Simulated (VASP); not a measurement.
# V (P-1) in VASP: notebook

Runs on V. Level: PBE. Tasks: single point.

Everything below comes from runs of VASP 6.6.1. Logs are shortened: lines on timing, memory, paths and dates and some standing lists are left out, and cuts for length are marked.

## Step 1: The cell of the first run

The typed cell holds 1 atom: a = 2.764 Å, b = 2.587 Å, c = 2.694 Å, α = 57.81°, β = 58.52°, γ = 63.76°.

## Step 2: Single point, PBE, collinear spin, zero start

File INCAR:

```
ALGO = Normal
EDIFF = 1E-6
ENCUT = 520
GGA = PE
ISIF = 2
ISMEAR = -1
ISPIN = 2
LASPH = True
LCHARG = False
LMAXMIX = 4
LORBIT = 11
LREAL = False
LWAVE = False
MAGMOM = 0
NBANDS = 16
NELM = 150
NUPDOWN = 0.0
PREC = Accurate
SIGMA = 0.05
```

File KPOINTS:

```
k-points
0
Gamma
  10 10 10
```

File POSCAR:

```
V
1.0
   -0.0756486300      2.0481251500      1.8548618400
    1.9021292400      0.0263380700      1.7528751400
    1.8823854000      1.9263946100      0.0460819200
V
1
Direct
    0.0000000000      0.0000000000      0.0000000000
```

Potentials or basis: VASP PAW PBE potentials, release 64 (V_sv).

Started as:

```
$ cat potpaw_PBE.64/V_sv/POTCAR > POTCAR
$ mpirun -np 1 vasp_std > vasp.out
```

OUTCAR:

```text
EDIFF = 1E-6
   ENCUT = 520
   GGA = PE
   ISIF = 2
   ISMEAR = -1
   ISPIN = 2
   LASPH = True
   LORBIT = 11
   LREAL = False
   NELM = 150
   NUPDOWN = 0.0
   PREC = Accurate

 ion  position               nearest neighbor table
   1  0.000  0.000  0.000-

  LATTYP: Found a triclinic cell.
 ALAT       =     7.4671740081
 B/A-ratio  =     1.0085986732
 C/A-ratio  =     0.8045037910
 COS(alpha) =     0.0139530322
 COS(beta)  =     0.5079664306
 COS(gamma) =     0.8674479337

  Lattice vectors:

 A1 = (  -1.8659682900,   1.7256498600,  -7.0213234200)
 A2 = (   1.9941949800,   1.6302573900,  -7.0772282000)
 A3 = (  -5.7622925100,   0.0690544000,  -1.6969703600)

Analysis of symmetry for initial positions (statically):
=====================================================================
 Subroutine PRICEL returns:
 Original cell was already a primitive cell.

 Routine SETGRP: Setting up the symmetry group for a
 triclinic supercell.

 Subroutine GETGRP returns: Found  2 space group operations
 (whereof  2 operations were pure point group operations)
 out of a pool of  2 trial point group operations.

The static configuration has the point symmetry S_2 .

Analysis of symmetry for dynamics (positions and initial velocities):
=====================================================================
 Subroutine PRICEL returns:
 Original cell was already a primitive cell.

 Routine SETGRP: Setting up the symmetry group for a
 triclinic supercell.

 Subroutine GETGRP returns: Found  2 space group operations
 (whereof  2 operations were pure point group operations)
 out of a pool of  2 trial point group operations.

The dynamic configuration has the point symmetry S_2 .

Analysis of structural, dynamic, and magnetic symmetry:
=====================================================================
 Subroutine PRICEL returns:
 Original cell was already a primitive cell.

 Routine SETGRP: Setting up the symmetry group for a
 triclinic supercell.

 Subroutine GETGRP returns: Found  2 space group operations
 (whereof  2 operations were pure point group operations)
 out of a pool of  2 trial point group operations.

The overall configuration has the point symmetry S_2 .

 Subroutine INISYM returns: Found  2 space group operations
 (whereof  2 operations are pure point group operations),
 and found     1 'primitive' translations

----------------------------------------------------------------------------------------

                                     Primitive cell

  volume of cell :      13.5385

  direct lattice vectors                    reciprocal lattice vectors
    -0.075648630  2.048125150  1.854861840    -0.249326908  0.237244140  0.266991892
     1.902129240  0.026338070  1.752875140     0.256956904 -0.258156192  0.295533939
     1.882385400  1.926394610  0.046081920     0.261568922  0.270398206 -0.287903942

  length of vectors
     2.764245248  2.586766436  2.693788138     0.435583929  0.469054132  0.473732172

  position of ions in fractional coordinates (direct lattice)
     0.000000000  0.000000000  0.000000000

  ion indices of the primitive-cell ions
   primitive index   ion index
                 1           1

----------------------------------------------------------------------------------------

 KPOINTS: k-points

Automatic generation of k-mesh.
 Grid dimensions read from file:
 generate k-points for:   10   10   10

 Generating k-lattice:

  Cartesian coordinates                     Fractional coordinates (reciprocal lattice)
    -0.024932691  0.023724414  0.026699189     0.100000000  0.000000000 -0.000000000
     0.025695690 -0.025815619  0.029553394    -0.000000000  0.100000000  0.000000000
     0.026156892  0.027039821 -0.028790394    -0.000000000 -0.000000000  0.100000000

  Length of vectors
     0.043558393  0.046905413  0.047373217

  Shift w.r.t. Gamma in fractional coordinates (k-lattice)
     0.000000000  0.000000000  0.000000000

 Subroutine IBZKPT returns following result:
 ===========================================

 Found    504 irreducible k-points:

 Following reciprocal coordinates:
            Coordinates               Weight
  0.000000  0.000000  0.000000      1.000000
  0.100000  0.000000 -0.000000      2.000000
  0.200000  0.000000 -0.000000      2.000000
  0.300000  0.000000 -0.000000      2.000000
  0.400000  0.000000 -0.000000      2.000000
  0.500000  0.000000 -0.000000      1.000000
[... 16 lines left out ...]
 -0.400000  0.200000  0.000000      2.000000
 -0.300000  0.200000  0.000000      2.000000
 [... further k-points ...]
   k-points           NKPTS =    504   k-points in BZ     NKDIM =    504   number of bands    NBANDS=     16
   number of dos      NEDOS =    301   number of ions     NIONS =      1
   total plane-waves  NPLWV =   9600
   dimension x,y,z NGX =    24 NGY =   20 NGZ =   20
   dimension x,y,z NGXF=    48 NGYF=   40 NGZF=   40
   ions per type =               1
   NGX,Y,Z   is equivalent  to a cutoff of  14.43, 12.85, 12.34 a.u.
   NGXF,Y,Z  is equivalent  to a cutoff of  28.87, 25.71, 24.69 a.u.
 SYSTEM =  unknown system
   PREC   = accura    normal or accurate (medium, high low for compatibility)
   ISTART =      0    job   : 0-new  1-cont  2-samecut
   ICHARG =      2    charge: 1-file 2-atom 10-const
   ISPIN  =      2    spin polarized calculation?
   LNONCOLLINEAR =      F non collinear calculations
   LSORBIT =      F    spin-orbit coupling
   LASPH  =      T    aspherical Exc in radial PAW
   ENCUT  =  520.0 eV  38.22 Ry    6.18 a.u.   5.14  4.81  5.01*2*pi/ulx,y,z
   NELM   =    150;   NELMIN=  2; NELMDL= -5     # of ELM steps
   EDIFF  = 0.1E-05   stopping-criterion for ELM
   LREAL  =      F    real-space projection
   EDIFFG = 0.1E-04   stopping-criterion for IOM
   NSW    =      0    number of steps for IOM
   IBRION =     -1    ionic relax: 0-MD 1-quasi-New 2-CG
   NFREE  =      0    steps in history (QN), initial steepest desc. (CG)
   ISIF   =      2    stress and relaxation
   ISYM   =      2    0-nonsym 1-usesym 2-fastsym
   POTIM  = 0.5000    time-step for ionic-motion
   TEBEG  =    0.0;   TEEND  =   0.0 temperature during run
   PSTRESS=    0.0 pullay stress
   NELECT =      13.0000    total number of electrons
   NUPDOWN=       0.0000    fix difference up-down
   EMIN   =  10.00;   EMAX   =-10.00  energy-range for DOS
   EFERMI =   0.00;   METHOD = LEGACY
   ISMEAR =    -1;   SIGMA  =   0.05  broadening in eV -4-tet -1-fermi 0-gaus
   EFERMI_NEDOS =   21; number of points for ismear=-14 and -15
   IALGO  =     38    algorithm
   IMIX   =      4    mixing-type and parameters
     AMIX     =   0.40;   BMIX     =  1.00
     AMIX_MAG =   1.60;   BMIX_MAG =  1.00
  volume/ion in A,a.u.               =      13.54        91.36
  Fermi-wavevector in a.u.,A,eV,Ry     =   1.615098  3.052093 35.491376  2.608543
  Thomas-Fermi vector in A             =   2.709901
   LORBIT       =     11    0 simple, 1 ext, 2 COOP (PROOUT), +10 PAW based schemes
   GGA     = PE    functional components
   LHFCALC =     F    Hartree Fock is set to
   AEXX    =    0.0000 exact exchange contribution
   IVDW    =     0    specifies the selected vdW correction
   LEPSILON=     F    determine dielectric tensor
   LRPA    =     F    only Hartree local field effects (RPA)
 spin polarized calculation
  energy-cutoff  :      520.00
  volume of cell :       13.54
 maximum number of plane-waves:       375
 NGX is ok and might be reduce to    24
   NGX = 11   NGY =  9   NGZ =  9

 number of electron      12.9999995 magnetization       0.0000000

 number of electron      12.9999995 magnetization      -0.0000000

 Free energy of the ion-electron system (eV)
  ---------------------------------------------------
  ext. energy  EPLUGINS =         0.00000000
  ---------------------------------------------------
  free energy    TOTEN  =        -8.80494708 eV

  energy without entropy =       -8.79202101  energy(sigma->0) =       -8.79848405

 E-fermi :   9.8940     XC(G=0): -12.8676

 val. band max:        9.8937916772   @ k =   0.4000  -0.2000   0.3000
 cond. band min:       9.8971995650   @ k =   0.2000   0.3000   0.2000
 fundamental gap:      0.0034078878
 Fermi energy:         9.8940361119

 spin component 1

 k-point     1 :       0.0000    0.0000    0.0000
  band No.  band energies     occupation
      1     -54.0482      1.00000
      2     -27.4688      1.00000
      3     -27.3345      1.00000
      4     -27.2519      1.00000
      5       3.0832      1.00000
      6       9.4765      0.99976
[... 8 lines left out ...]
     15      36.4402      0.00000
     16      37.8737      0.00000
[... 419 lines left out ...]
 k-point    24 :      -0.3000    0.2000    0.0000
  band No.  band energies     occupation
      1     -53.8852      1.00000
      2     -27.9622      1.00000
      3     -27.6262      1.00000
      4     -27.4808      1.00000
      5       7.0747      1.00000
      6       8.8542      1.00000
[... 8 lines left out ...]
     15      37.2740      0.00000
     16      39.9109      0.00000

 [... further k-points ...]

 spin component 2

 k-point     1 :       0.0000    0.0000    0.0000
  band No.  band energies     occupation
      1     -54.0482      1.00000
      2     -27.4688      1.00000
      3     -27.3345      1.00000
      4     -27.2519      1.00000
      5       3.0832      1.00000
      6       9.4765      0.99976
[... 8 lines left out ...]
     15      36.4402      0.00000
     16      37.8737      0.00000
[... 419 lines left out ...]
 k-point    24 :      -0.3000    0.2000    0.0000
  band No.  band energies     occupation
      1     -53.8852      1.00000
      2     -27.9622      1.00000
      3     -27.6262      1.00000
      4     -27.4808      1.00000
      5       7.0747      1.00000
      6       8.8542      1.00000
[... 8 lines left out ...]
     15      37.2740      0.00000
     16      39.9109      0.00000

 [... further k-points ...]

------------------------ aborting loop because EDIFF is reached ----------------------------------------

  FORCE on cell =-STRESS in cart. coord.  units (eV):
  Direction    XX          YY          ZZ          XY          YZ          ZX
  --------------------------------------------------------------------------------------
  -------------------------------------------------------------------------------------
  Total        0.6814855      0.8269303     -0.6466842      0.0779138     -0.1644866      0.0468602
  in kB       80.6484942     97.8607439    -76.5300263      9.2204905    -19.4657076      5.5455443
  external PRESSURE =      33.9930706 kB  Pullay stress =       0.0000000 kB

 VOLUME and BASIS-vectors are now :
 -----------------------------------------------------------------------------
  energy-cutoff  :      520.00
  volume of cell :       13.54
      direct lattice vectors                 reciprocal lattice vectors
    -0.075648630  2.048125150  1.854861840    -0.249326908  0.237244140  0.266991892
     1.902129240  0.026338070  1.752875140     0.256956904 -0.258156192  0.295533939
     1.882385400  1.926394610  0.046081920     0.261568922  0.270398206 -0.287903942

 POSITION                                       TOTAL-FORCE (eV/Angst)
 -----------------------------------------------------------------------------------
      0.00000      0.00000      0.00000         0.000000      0.000000      0.000000
 -----------------------------------------------------------------------------------
    total drift:                                0.000000      0.000000      0.000000

  FREE ENERGIE OF THE ION-ELECTRON SYSTEM (eV)
  ---------------------------------------------------
  free  energy   TOTEN  =        -8.8049470793 eV

  energy  without entropy=       -8.7920210123  energy(sigma->0) =       -8.79848405

 total charge

# of ion       s       p       d       tot
------------------------------------------
    1        2.347   6.223   3.085  11.656

 magnetization (x)

# of ion       s       p       d       tot
------------------------------------------
    1        0.000   0.000   0.000   0.000
```

It took 1.8 min on 1 thread of Intel Xeon Platinum 8488C (Sapphire Rapids), shared host; peak memory 0.26 GiB.

What came out:

| Property | Result |
| --- | --- |
| Free energy | -8.8049 eV |
| Pressure | 3.4 GPa |
| Net moment | 0.00 μB per cell |
| Valence electrons inside the program's atomic spheres | V 11.66 |

Caveat: the stress differs along the axes, from -8 to 10 GPa; the total moment is fixed, so each spin has its own Fermi level.

## Step 3: Single point, PBE, collinear spin, ferromagnetic start

File INCAR:

```
SYSTEM = V
  ALGO = Normal
  EDIFF = 1E-7
  ENCUT = 520
  GGA = PE
  ISIF = 2
  ISMEAR = -1
  ISPIN = 2
  LASPH = .True.
  LCHARG = .False.
  LMAXMIX = 4
  LORBIT = 11
  LREAL = .False.
  LWAVE = .False.
  MAGMOM = 0.5
  NBANDS = 16
  NELM = 150
  NUPDOWN = 0.5
  PREC = Accurate
  SIGMA = 0.05
```

File KPOINTS:

```
k-points
0
Gamma
  10 10 10
  0 0 0
```

POSCAR is that of step 2.

Potentials or basis: VASP PAW PBE potentials, release 64 (V_sv).

Started as:

```
$ cat potpaw_PBE.64/V_sv/POTCAR > POTCAR
$ mpirun -np 1 vasp_std > vasp.out
```

Run time: 1.9 min. Hardware: 1 thread of Intel Xeon Platinum 8488C (Sapphire Rapids), shared host; peak memory 0.26 GiB.

Results (log left out):

- Free energy: -8.7774 eV
- Pressure: 4.6 GPa
- Net moment: 0.50 μB per cell
- Site moments: V +0.42 μB
- Valence electrons inside the program's atomic spheres: V 11.65

Stress tensor (GPa, compression positive):
```
 8.72  2.12  1.46
 2.12 11.18 -1.01
 1.46 -1.01 -6.19
```

Caveat: the stress differs along the axes, from -6 to 11 GPa; the total moment is fixed, so each spin has its own Fermi level and the state may be an excited one.
